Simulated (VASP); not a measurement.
# TiMo4 (R-3m) in VASP: further runs

TiMo4 is run at these levels: PBE; tasks: single point.

All numbers are computed with VASP 6.6.1; they aren't measurements. Logs are shortened: lines on timing, memory, paths and dates and some standing lists are left out, and cuts for length are marked.

**1. The cell of the first run**

Symmetry: R-3m, No. 166, trigonal system. Conventional cell: a = 4.471 Å, b = 4.471 Å, c = 13.690 Å, α = 90.00°, β = 90.00°, γ = 120.00°. Within 3.6 Å of Ti (site symmetry -3m) lie 14 Mo at 2.75 to 3.13 Å. Mo (site symmetry 3m) has 10 Mo at 2.71 to 3.18 Å and 4 Ti at 2.79 to 3.13 Å within 3.6 Å. Within 3.5 Å of Mo (site symmetry 3m) lie 11 Mo at 2.68 to 3.20 Å and 3 Ti at 2.75 Å.

**2. Single point, PBE**

The input, INCAR:

```
SYSTEM = TiMo4
PREC     = Accurate       ! precision mode
ENCUT    = 520            ! plane-wave cutoff, eV
EDIFF    = 1E-6           ! SCF threshold, eV
ISMEAR   = 0              ! smearing method
SIGMA    = 0.2            ! smearing width, eV
LREAL    = .False.        ! projectors in reciprocal space
LASPH    = .True.         ! aspherical terms in the spheres
NELM     = 60             ! most SCF steps
ALGO     = Fast           ! electronic algorithm
ISIF     = 2              ! what is computed and relaxed
LWAVE    = .False.        ! write WAVECAR
LCHARG   = .False.        ! write CHGCAR
GGA      = PE             ! functional
NBANDS   = 42             ! bands
```

The input, KPOINTS:

```
regular mesh
0
Gamma
  4 4 4
  0 0 0
```

The input, POSCAR:

```
TiMo4
1.0
    2.2354198632      1.2906202581      4.5634665794
   -2.2354198632      1.2906202581      4.5634665794
    0.0000000000     -2.5812405211      4.5634665780
Ti Mo
1 4
Direct
    0.0000000000      0.0000000000      0.0000000000
    0.2040649414      0.2040649414      0.2040649414
    0.5977584473      0.5977584473      0.5977584473
    0.7959350586      0.7959350586      0.7959350586
    0.4022415527      0.4022415527      0.4022415527
```

Potentials or basis: VASP PAW PBE potentials, release 64 (Ti_sv, Mo_sv).

Run with:

```console
cat potpaw_PBE.64/Ti_sv/POTCAR potpaw_PBE.64/Mo_sv/POTCAR > POTCAR
mpirun -np 1 vasp_std > vasp.out
```

OUTCAR:

```text
SYSTEM = TiMo4
   PREC = Accurate
   ENCUT = 520
   EDIFF = 1E-6
   ISMEAR = 0
   LREAL = .False.
   LASPH = .True.
   NELM = 60
   ISIF = 2
   GGA = PE

 ion  position               nearest neighbor table
   1  0.000  0.000  0.000-   3 2.75   5 2.75   3 2.75   3 2.75   5 2.75   5 2.75   4 2.79   2 2.79
                             2 3.13   4 3.13   2 3.13   4 3.13   2 3.13   4 3.13
   2  0.204  0.204  0.204-   3 2.71   3 2.71   3 2.71   5 2.71   4 2.78   4 2.78   4 2.78   1 2.79
                             1 3.13   1 3.13   1 3.13   5 3.18   5 3.18   5 3.18
   3  0.598  0.598  0.598-   5 2.68   2 2.71   2 2.71   2 2.71   4 2.71   1 2.75   1 2.75   1 2.75
                             4 3.18   4 3.18   4 3.18   5 3.20   5 3.20   5 3.20
   4  0.796  0.796  0.796-   5 2.71   5 2.71   5 2.71   3 2.71   2 2.78   2 2.78   2 2.78   1 2.79
                             1 3.13   1 3.13   1 3.13   3 3.18   3 3.18   3 3.18
   5  0.402  0.402  0.402-   3 2.68   4 2.71   4 2.71   4 2.71   2 2.71   1 2.75   1 2.75   1 2.75
                             2 3.18   2 3.18   2 3.18   3 3.20   3 3.20   3 3.20

  LATTYP: Found a trigonal (rhomboedric) cell.
 ALAT       =     5.2429028063
 COS(alpha) =     0.6364161423

  Lattice vectors:

 A1 = (   2.2354198632,   1.2906202581,   4.5634665794)
 A2 = (  -2.2354198632,   1.2906202581,   4.5634665794)
 A3 = (   0.0000000000,  -2.5812405211,   4.5634665780)

Analysis of symmetry for initial positions (statically):
=====================================================================
 Subroutine PRICEL returns:
 Original cell was already a primitive cell.

 Routine SETGRP: Setting up the symmetry group for a
 trigonal (rhombohedral) supercell.

 Subroutine GETGRP returns: Found 12 space group operations
 (whereof 12 operations were pure point group operations)
 out of a pool of 12 trial point group operations.

The static configuration has the point symmetry D_3d.

Analysis of symmetry for dynamics (positions and initial velocities):
=====================================================================
 Subroutine PRICEL returns:
 Original cell was already a primitive cell.

 Routine SETGRP: Setting up the symmetry group for a
 trigonal (rhombohedral) supercell.

 Subroutine GETGRP returns: Found 12 space group operations
 (whereof 12 operations were pure point group operations)
 out of a pool of 12 trial point group operations.

The dynamic configuration has the point symmetry D_3d.

 Subroutine INISYM returns: Found 12 space group operations
 (whereof 12 operations are pure point group operations),
 and found     1 'primitive' translations

----------------------------------------------------------------------------------------

                                     Primitive cell

  volume of cell :      78.9957

  direct lattice vectors                    reciprocal lattice vectors
     2.235419863  1.290620258  4.563466579     0.223671628  0.129136875  0.073043886
    -2.235419863  1.290620258  4.563466579    -0.223671628  0.129136875  0.073043886
     0.000000000 -2.581240521  4.563466578     0.000000000 -0.258273749  0.073043886

  length of vectors
     5.242902806  5.242902806  5.242902806     0.268404059  0.268404059  0.268404059

  position of ions in fractional coordinates (direct lattice)
     0.000000000  0.000000000  0.000000000
     0.204064941  0.204064941  0.204064941
     0.597758447  0.597758447  0.597758447
     0.795935059  0.795935059  0.795935059
     0.402241553  0.402241553  0.402241553

  ion indices of the primitive-cell ions
   primitive index   ion index
                 1           1
                 2           2
                 3           3
                 4           4
                 5           5

----------------------------------------------------------------------------------------

 KPOINTS: regular mesh

Automatic generation of k-mesh.
 Grid dimensions read from file:
 generate k-points for:    4    4    4

 Generating k-lattice:

  Cartesian coordinates                     Fractional coordinates (reciprocal lattice)
     0.055917907  0.032284219  0.018260972     0.250000000  0.000000000  0.000000000
    -0.055917907  0.032284219  0.018260972     0.000000000  0.250000000  0.000000000
     0.000000000 -0.064568437  0.018260972    -0.000000000 -0.000000000  0.250000000

  Length of vectors
     0.067101015  0.067101015  0.067101015

  Shift w.r.t. Gamma in fractional coordinates (k-lattice)
     0.000000000  0.000000000  0.000000000

 Subroutine IBZKPT returns following result:
 ===========================================

 Found     13 irreducible k-points:

 Following reciprocal coordinates:
            Coordinates               Weight
  0.000000  0.000000  0.000000      1.000000
  0.250000  0.000000  0.000000      6.000000
  0.500000  0.000000  0.000000      3.000000
  0.250000  0.250000  0.000000      6.000000
  0.500000  0.250000  0.000000     12.000000
 -0.250000  0.250000  0.000000      6.000000
  0.500000  0.500000  0.000000      3.000000
  0.250000  0.250000  0.250000      2.000000
  0.500000  0.250000  0.250000      6.000000
 -0.250000  0.250000  0.250000      6.000000
  0.500000  0.500000  0.250000      6.000000
 -0.250000  0.500000  0.250000      6.000000
  0.500000  0.500000  0.500000      1.000000
   k-points           NKPTS =     13   k-points in BZ     NKDIM =     13   number of bands    NBANDS=     42
   number of dos      NEDOS =    301   number of ions     NIONS =      5
   total plane-waves  NPLWV =  64000
   dimension x,y,z NGX =    40 NGY =   40 NGZ =   40
   dimension x,y,z NGXF=    80 NGYF=   80 NGZF=   80
   ions per type =               1   4
   NGX,Y,Z   is equivalent  to a cutoff of  12.68, 12.68, 12.68 a.u.
   NGXF,Y,Z  is equivalent  to a cutoff of  25.37, 25.37, 25.37 a.u.
 SYSTEM =  TiMo4
   PREC   = accura    normal or accurate (medium, high low for compatibility)
   ISTART =      0    job   : 0-new  1-cont  2-samecut
   ICHARG =      2    charge: 1-file 2-atom 10-const
   ISPIN  =      1    spin polarized calculation?
   LNONCOLLINEAR =      F non collinear calculations
   LSORBIT =      F    spin-orbit coupling
   LASPH  =      T    aspherical Exc in radial PAW
   ENCUT  =  520.0 eV  38.22 Ry    6.18 a.u.   9.75  9.75  9.75*2*pi/ulx,y,z
   NELM   =     60;   NELMIN=  2; NELMDL= -5     # of ELM steps
   EDIFF  = 0.1E-05   stopping-criterion for ELM
   LREAL  =      F    real-space projection
   EDIFFG = 0.1E-04   stopping-criterion for IOM
   NSW    =      0    number of steps for IOM
   IBRION =     -1    ionic relax: 0-MD 1-quasi-New 2-CG
   NFREE  =      0    steps in history (QN), initial steepest desc. (CG)
   ISIF   =      2    stress and relaxation
   ISYM   =      2    0-nonsym 1-usesym 2-fastsym
   POTIM  = 0.5000    time-step for ionic-motion
   TEBEG  =    0.0;   TEEND  =   0.0 temperature during run
   PSTRESS=    0.0 pullay stress
   NELECT =      68.0000    total number of electrons
   NUPDOWN=      -1.0000    fix difference up-down
   EMIN   =  10.00;   EMAX   =-10.00  energy-range for DOS
   EFERMI =   0.00;   METHOD = LEGACY
   ISMEAR =     0;   SIGMA  =   0.20  broadening in eV -4-tet -1-fermi 0-gaus
   EFERMI_NEDOS =   21; number of points for ismear=-14 and -15
   IALGO  =     68    algorithm
   IMIX   =      4    mixing-type and parameters
     AMIX     =   0.40;   BMIX     =  1.00
     AMIX_MAG =   1.60;   BMIX_MAG =  1.00
  volume/ion in A,a.u.               =      15.80       106.62
  Fermi-wavevector in a.u.,A,eV,Ry     =   1.557315  2.942899 32.997273  2.425231
  Thomas-Fermi vector in A             =   2.660983
   LORBIT       =      0    0 simple, 1 ext, 2 COOP (PROOUT), +10 PAW based schemes
   GGA     = PE    functional components
   LHFCALC =     F    Hartree Fock is set to
   AEXX    =    0.0000 exact exchange contribution
   IVDW    =     0    specifies the selected vdW correction
   LEPSILON=     F    determine dielectric tensor
   LRPA    =     F    only Hartree local field effects (RPA)
 non-spin polarized calculation
 RMM-DIIS sequential band-by-band and
 Gauss-broadening in eV      SIGMA  =   0.20
  energy-cutoff  :      520.00
  volume of cell :       79.00
 maximum number of plane-waves:      2147
 NGX is ok and might be reduce to    40
   NGX = 19   NGY = 19   NGZ = 19

 number of electron      68.0000004 magnetization

 Free energy of the ion-electron system (eV)
  ---------------------------------------------------
  ext. energy  EPLUGINS =         0.00000000
  ---------------------------------------------------
  free energy    TOTEN  =       -52.18309612 eV

  energy without entropy =      -52.11068847  energy(sigma->0) =      -52.14689229

 E-fermi :  11.4226     XC(G=0): -13.0578

 val. band max:       11.3630378170   @ k =   0.2500   0.0000   0.0000
 cond. band min:      11.4250956997   @ k =  -0.2500   0.2500   0.2500
 fundamental gap:      0.0620578827
 Fermi energy:        11.4225904866

 k-point     1 :       0.0000    0.0000    0.0000
  band No.  band energies     occupation
      1     -49.3821      2.00000
      2     -49.1905      2.00000
      3     -49.0392      2.00000
      4     -48.9955      2.00000
      5     -45.0393      2.00000
      6     -23.7632      2.00000
[... 34 lines left out ...]
     41      14.4452      0.00000
     42      14.4480      0.00000

 k-point     2 :       0.2500    0.0000    0.0000
  band No.  band energies     occupation
      1     -49.3444      2.00000
      2     -49.2035      2.00000
      3     -49.0535      2.00000
      4     -49.0063      2.00000
      5     -45.0407      2.00000
      6     -23.8632      2.00000
[... 34 lines left out ...]
     41      13.9963      0.00000
     42      14.2819      0.00000

 k-point     3 :       0.5000    0.0000    0.0000
  band No.  band energies     occupation
      1     -49.2713      2.00000
      2     -49.2518      2.00000
      3     -49.0685      2.00000
      4     -49.0166      2.00000
      5     -45.0421      2.00000
      6     -23.9410      2.00000
[... 34 lines left out ...]
     41      13.7178      0.00000
     42      13.7423      0.00000

 k-point     4 :       0.2500    0.2500    0.0000
  band No.  band energies     occupation
      1     -49.3398      2.00000
      2     -49.2056      2.00000
      3     -49.0583      2.00000
      4     -49.0041      2.00000
      5     -45.0408      2.00000
      6     -23.8426      2.00000
[... 349 lines left out ...]
     41      14.0867      0.00000
     42      14.1824      0.00000

 k-point    12 :      -0.2500    0.5000    0.2500
  band No.  band energies     occupation
      1     -49.2711      2.00000
      2     -49.2392      2.00000
      3     -49.0871      2.00000
      4     -49.0109      2.00000
      5     -45.0424      2.00000
      6     -23.8311      2.00000
[... 34 lines left out ...]
     41      14.1077      0.00000
     42      14.3324      0.00000

 k-point    13 :       0.5000    0.5000    0.5000
  band No.  band energies     occupation
      1     -49.3382      2.00000
      2     -49.2356      2.00000
      3     -49.0566      2.00000
      4     -48.9776      2.00000
      5     -45.0399      2.00000
      6     -23.6612      2.00000
[... 34 lines left out ...]
     41      14.0786      0.00000
     42      14.0790      0.00000

------------------------ aborting loop because EDIFF is reached ----------------------------------------

  FORCE on cell =-STRESS in cart. coord.  units (eV):
  Direction    XX          YY          ZZ          XY          YZ          ZX
  --------------------------------------------------------------------------------------
  -------------------------------------------------------------------------------------
  Total        0.2052681      0.2052681      0.1293709      0.0000000      0.0000000      0.0000000
  in kB        4.1632102      4.1632102      2.6238765      0.0000000      0.0000000      0.0000000
  external PRESSURE =       3.6500990 kB  Pullay stress =       0.0000000 kB

 VOLUME and BASIS-vectors are now :
 -----------------------------------------------------------------------------
  energy-cutoff  :      520.00
  volume of cell :       79.00
      direct lattice vectors                 reciprocal lattice vectors
     2.235419863  1.290620258  4.563466579     0.223671628  0.129136875  0.073043886
    -2.235419863  1.290620258  4.563466579    -0.223671628  0.129136875  0.073043886
     0.000000000 -2.581240521  4.563466578     0.000000000 -0.258273749  0.073043886

 POSITION                                       TOTAL-FORCE (eV/Angst)
 -----------------------------------------------------------------------------------
      0.00000      0.00000      0.00000         0.000000      0.000000      0.000000
      0.00000     -0.00000      2.79373        -0.000000      0.000000     -0.021462
      0.00000     -0.00000      8.18355        -0.000000      0.000000     -0.001787
      0.00000     -0.00000     10.89667        -0.000000     -0.000000      0.021462
      0.00000     -0.00000      5.50685        -0.000000     -0.000000      0.001787
 -----------------------------------------------------------------------------------
    total drift:                                0.000000     -0.000000      0.000000

  FREE ENERGIE OF THE ION-ELECTRON SYSTEM (eV)
  ---------------------------------------------------
  free  energy   TOTEN  =       -52.1830961173 eV

  energy  without entropy=      -52.1106884720  energy(sigma->0) =      -52.14689229
```

Wall time 96 s (1 thread of Intel Xeon Platinum 8488C (Sapphire Rapids), shared host); peak memory 0.25 GiB.

What came out:

| Quantity | Value |
| --- | --- |
| Free energy | -52.1831 eV |
| Pressure | 0.4 GPa |
| Largest force | 0.021 eV/Å |
| Band gap on the k mesh | zero (band 34 reaches 11.68 eV, above the bottom of band 35 at 11.03 eV) |

Forces on the atoms (eV/Å):
```
Ti   0.000  0.000  0.000
Mo   0.000  0.000 -0.021
Mo   0.000  0.000 -0.002
Mo   0.000  0.000  0.021
Mo   0.000  0.000  0.002
```

Stress tensor (GPa, compression positive):
```
0.42 0.00 0.00
0.00 0.42 0.00
0.00 0.00 0.26
```

Caveat: the k points lie up to 0.42 Å⁻¹ apart.

**3. Single point, PBE (volume scaled by 1.06, then relaxed in part)**

The input, INCAR:

```
SYSTEM = TiMo4
PREC     = Accurate       ! precision mode
ENCUT    = 520            ! plane-wave cutoff, eV
EDIFF    = 1E-6           ! SCF threshold, eV
ISMEAR   = 0              ! smearing method
SIGMA    = 0.1            ! smearing width, eV
LREAL    = .FALSE.        ! projectors in reciprocal space
LASPH    = .TRUE.         ! aspherical terms in the spheres
NELM     = 60             ! most SCF steps
ALGO     = Fast           ! electronic algorithm
ISIF     = 2              ! what is computed and relaxed
LWAVE    = .FALSE.        ! write WAVECAR
LCHARG   = .TRUE.         ! write CHGCAR
GGA      = PE             ! functional
LELF     = .TRUE.         ! ELF
LVHAR    = .TRUE.       
NBANDS   = 42             ! bands
```

The input, KPOINTS:

```
Automatic mesh
0
G
  12 12 12
  0 0 0
```

The input, POSCAR:

```
TiMo4
1.0
    2.2718329962      1.3116433919      4.6719284959
   -2.2718329962      1.3116433919      4.6719284959
    0.0000000000     -2.6232867838      4.6719284959
Ti Mo
1 4
Direct
    0.0000000000      0.0000000000      0.0000000000
    0.2045439442      0.2045439442      0.2045439442
    0.5978807433      0.5978807433      0.5978807433
    0.7954560558      0.7954560558      0.7954560558
    0.4021192567      0.4021192567      0.4021192567
```

Potentials or basis: VASP PAW PBE potentials, release 64 (Ti_sv, Mo_sv).

Run with:

```console
cat potpaw_PBE.64/Ti_sv/POTCAR potpaw_PBE.64/Mo_sv/POTCAR > POTCAR
mpirun -np 1 vasp_std > vasp.out
```

It took 13 min on 1 thread of Intel Xeon 6975P-C (Granite Rapids), shared host; peak memory 0.63 GiB.

The run converged. Its results:

```yaml
Free_energy: -52.0967 eV
Pressure: -11.4 GPa
Largest_force: 0.008 eV/Å
Band_gap_on_the_k_mesh: zero (band 34 reaches 11.39 eV, above the bottom of band 35 at 10.21 eV)
```

Forces on the atoms (eV/Å):
```
Ti   0.000  0.000  0.000
Mo   0.000  0.000 -0.008
Mo   0.000  0.000  0.008
Mo   0.000  0.000  0.008
Mo   0.000  0.000 -0.008
```

Levels at points of the mesh, in eV from the Fermi level:
| k point | band 31 | band 32 | band 33 | band 34 | band 35 | band 36 | band 37 | band 38 |
| --- | --- | --- | --- | --- | --- | --- | --- | --- |
| (0.00, 0.00, 0.00) | -1.38 | -1.14 | -1.07 | -0.39 | -0.39 | 0.25 | 2.00 | 2.00 |
| (0.50, 0.00, 0.00) | -1.57 | -1.29 | -0.79 | -0.33 | 0.59 | 0.64 | 1.40 | 1.70 |
| (0.50, 0.50, 0.00) | -1.67 | -1.24 | -0.69 | 0.24 | 0.92 | 1.14 | 1.71 | 1.82 |
| (0.50, 0.50, 0.50) | -1.54 | -1.54 | -0.74 | -0.74 | 1.76 | 1.76 | 1.85 | 2.20 |
